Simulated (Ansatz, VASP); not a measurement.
**Two plane-wave programs on CsH**

INCAR

```
PREC = Accurate
ENCUT = 520
EDIFF = 1E-7
ISMEAR = 0
SIGMA = 0.05
LREAL = False
LASPH = True
NELM = 80
ALGO = Normal
ISIF = 2
LWAVE = False
LCHARG = False
NBANDS = 12
```

File KPOINTS:

```
Automatic mesh
0
Gamma
  8 8 8
```

The input POSCAR:

```
CsH
1.0
    0.0000000000      3.2316766603      3.1024095939
    3.2316766603      0.0000000000      3.1024095939
    3.2316766603      3.2316766603      0.0000000000
Cs H
1 1
Direct
    0.0000000000      0.0000000000      0.0000000000
    0.5000000000      0.5000000000      0.5000000000
```

Input for Ansatz:

```yaml
crystal:
  lattice:
    - [0.0, 3.2316766603, 3.1024095939]
    - [3.2316766603, 0.0, 3.1024095939]
    - [3.2316766603, 3.2316766603, 0.0]
  atoms:
    - { symbol: Cs, position: [0.0, 0.0, 0.0] }
    - { symbol: H, position: [0.5, 0.5, 0.5] }
basis:
  ecutwfc: 420
kpoints:
  mp_grid: { grid: [8, 8, 8] }
hamiltonian:
  xc: lda
scf:
  occupations: { method: gaussian, width: 0.05 }
output:
  forces: true
  stress: true
  eigenvalues: true
```

Alike in both runs: task single point; functional LDA; k mesh 8 × 8 × 8; occupations gaussian, width 0.05 eV; no spin polarisation.

|  | VASP | Ansatz |
| --- | --- | --- |
| version | VASP 6.6.1 | Ansatz 0.2.0 |
| potentials or method | VASP PAW LDA potentials, release 64 (Cs_sv, H), cutoff 520 eV | scalar-relativistic, plane waves, PAW |
| valence electrons in the cell | 10 | 10 |

|  | VASP | Ansatz | Ansatz less VASP |
| --- | --- | --- | --- |
| gap on the k mesh at the Fermi level (eV) | 1.93 | 1.95 | +0.018 |
| least direct gap on the mesh (eV) | 1.93 | 1.95 | +0.018 |
| pressure (GPa) | -1.2 | -1.2 | -0.02 |
| traceless stress, the component that is largest in VASP (GPa) | 0.54 | 0.53 | -0.015 |

LDA's correlation is that of Perdew and Zunger in VASP and of Perdew and Wang (1992) in Ansatz.

Neither program's run includes spin-orbit coupling.
